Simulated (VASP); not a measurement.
**CdS: relaxation of the atoms with PBE**

Crystal: CdS.

```
CELL_PARAMETERS angstrom
4.13600 0.00000 0.00000
-2.06800 3.58188 0.00000
0.00000 0.00000 6.67272
ATOMIC_POSITIONS crystal
Cd 0.33333 0.66667 0.00000
Cd 0.66667 0.33333 0.50000
S 0.33333 0.66667 0.37700
S 0.66667 0.33333 0.87700
```

| Property | Result |
| --- | --- |
| Program | VASP 6.6.1 |
| Task | relaxation of the atoms |
| Functional | PBE |
| Potentials or basis | VASP PAW PBE potentials, release 64 (Cd, S) |
| Cutoff | 520 eV |
| k mesh | 8 × 8 × 5 |
| Occupations | gaussian, width 0.05 eV |
| Spin | no spin polarisation |
| Dipole correction | no |
| Further INCAR settings | ALGO = Normal; EDIFF = 1e-06; IBRION = 2; EDIFFG = -0.003; NSW = 80 |

```
Energy gained by relaxing : 0.1 meV/atom
Ionic steps               : 3
Pressure after relaxing   : 3.5 GPa
Band gap on the k mesh    : 1.25 eV
```

Stress tensor (GPa, compression positive):
```
3.36 0.00 0.00
0.00 3.36 0.00
0.00 0.00 3.77
```

The path:
```
step  energy change (eV)  largest force (eV/Å)  pressure (GPa)
   1              0.0000                0.0559            3.51
   2             -0.0004                0.0270            3.50
   3             -0.0006                0.0009            3.50
```

Final structure:
```cif
data_structure
_symmetry_space_group_name_H-M 'P 1'
_symmetry_Int_Tables_number 1
_cell_length_a 4.1360
_cell_length_b 4.1360
_cell_length_c 6.6727
_cell_angle_alpha 90.000
_cell_angle_beta 90.000
_cell_angle_gamma 120.000
_cell_volume 98.85
loop_
_atom_site_label
_atom_site_type_symbol
_atom_site_fract_x
_atom_site_fract_y
_atom_site_fract_z
_atom_site_occupancy
Cd1 Cd 0.33333 0.66667 0.99922 1
Cd2 Cd 0.66667 0.33333 0.49922 1
S1 S 0.33333 0.66667 0.37778 1
S2 S 0.66667 0.33333 0.87778 1
```

Levels at points of the mesh, in eV from the valence-band top:
```tsv
k point	band 15	band 16	band 17	band 18	band 19	band 20	band 21	band 22
(0.00, 0.00, 0.00)	-0.77	-0.02	0.00	0.00	1.25	2.76	6.45	6.45
(0.50, 0.00, 0.00)	-2.66	-1.91	-1.29	-0.77	3.76	3.86	5.15	6.49
```

Run time: 2 min on 1 thread of AMD EPYC 7R43 64-Core Processor (Zen 3) (shared host), peak memory 0.2 GiB.
